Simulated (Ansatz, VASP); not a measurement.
InGa3P4: VASP beside Ansatz

File INCAR:

```
SYSTEM = InGa3P4
PREC = Accurate
ENCUT = 520
EDIFF = 1E-6
ISMEAR = -1
SIGMA = 0.02
LREAL = .False.
LASPH = .True.
NELM = 100
ALGO = Normal
ISIF = 2
LWAVE = .False.
LCHARG = .True.
GGA = PE
LELF = .True.
LVHAR = .True.
NBANDS = 46
```

Contents of KPOINTS:

```
Automatic mesh
0
Gamma
  8 8 4
  0 0 0
```

File POSCAR:

```
InGa3P4
1.0
    6.5252408649     -1.9649258253      0.0050146714
    6.5252408649      1.9649258253      0.0050146714
   -1.1812483937      0.0000000000      6.7230078977
Ga In P
3 1 4
Direct
   -0.0025906369     -0.0025906369     -0.0056976252
    0.5024998101      0.5024998101      0.5056280883
    0.2504356915      0.2504356915      0.7497878434
    0.7491624344      0.7491624344      0.2491408266
    0.5515966181      0.5515966181      0.1837552603
    0.0656334547      0.0656334547      0.6888562952
    0.8137400975      0.8137400975      0.9222005730
    0.3195225307      0.3195225307      0.4563287385
```

Input for Ansatz:

```yaml
crystal:
  lattice:
    - [6.5252408649, -1.9649258253, 0.0050146714]
    - [6.5252408649, 1.9649258253, 0.0050146714]
    - [-1.1812483937, 0.0, 6.7230078977]
  atoms:
    - { symbol: Ga, position: [-0.0025906369, -0.0025906369, -0.0056976252] }
    - { symbol: Ga, position: [0.5024998101, 0.5024998101, 0.5056280883] }
    - { symbol: Ga, position: [0.2504356915, 0.2504356915, 0.7497878434] }
    - { symbol: In, position: [0.7491624344, 0.7491624344, 0.2491408266] }
    - { symbol: P, position: [0.5515966181, 0.5515966181, 0.1837552603] }
    - { symbol: P, position: [0.0656334547, 0.0656334547, 0.6888562952] }
    - { symbol: P, position: [0.8137400975, 0.8137400975, 0.922200573] }
    - { symbol: P, position: [0.3195225307, 0.3195225307, 0.4563287385] }
kpoints:
  mp_grid: { grid: [8, 8, 4] }
  band_path:
    path:
      - [[0.0, 0.0, 0.0], [-0.2733628821014, 0.2733628821014, 3.712808197043e-18]]
      - [[0.2733628821014, 0.7266371178986, 1.218266177883e-17], [0.5, 0.5, 1.218266177883e-17], [0.0, 0.0, 0.0], [0.5, 0.5, -0.5], [0.2656669936196, 0.7343330063804, -0.5]]
      - [[-0.2656669936196, 0.2656669936196, -0.5], [7.161190174732e-20, 7.161190174732e-20, -0.5], [0.0, 0.0, 0.0]]
      - [[-5.182243293626e-18, 0.5, -0.5], [0.0, 0.0, 0.0], [6.659921835218e-18, 0.5, 6.091330889414e-18]]
    npoints: 10
hamiltonian:
  xc: pbe
scf:
  occupations: { method: fermi_dirac, width: 0.02 }
  n_extra_bands: 6
output:
  forces: true
  stress: true
  eigenvalues: true
```

Alike in both runs: task single point; functional PBE; k mesh 8 × 8 × 4; occupations fermi-dirac, width 0.02 eV; no spin polarisation.

|  | VASP | Ansatz |
| --- | --- | --- |
| version | VASP 6.6.1 | Ansatz 0.2.0 |
| potentials or method | VASP PAW PBE potentials, release 64 (Ga_d, In_d, P) | plane waves, PAW |
| plane-wave cutoff (eV) | 520 | 420 |
| valence electrons in the cell | 72 | 72 |

Ansatz gave:

```
gap on the k mesh at the Fermi level (eV) : 1.16
pressure (GPa)                            : 2.2
rms of the force components (eV/Å)        : 0.013
```

What did VASP give for the same quantities?

gap on the k mesh at the Fermi level (eV): 1.16; pressure (GPa): 2.2; rms of the force components (eV/Å): 0.012.

Atom by atom the forces differ by 0.002 eV/Å (rms over components).
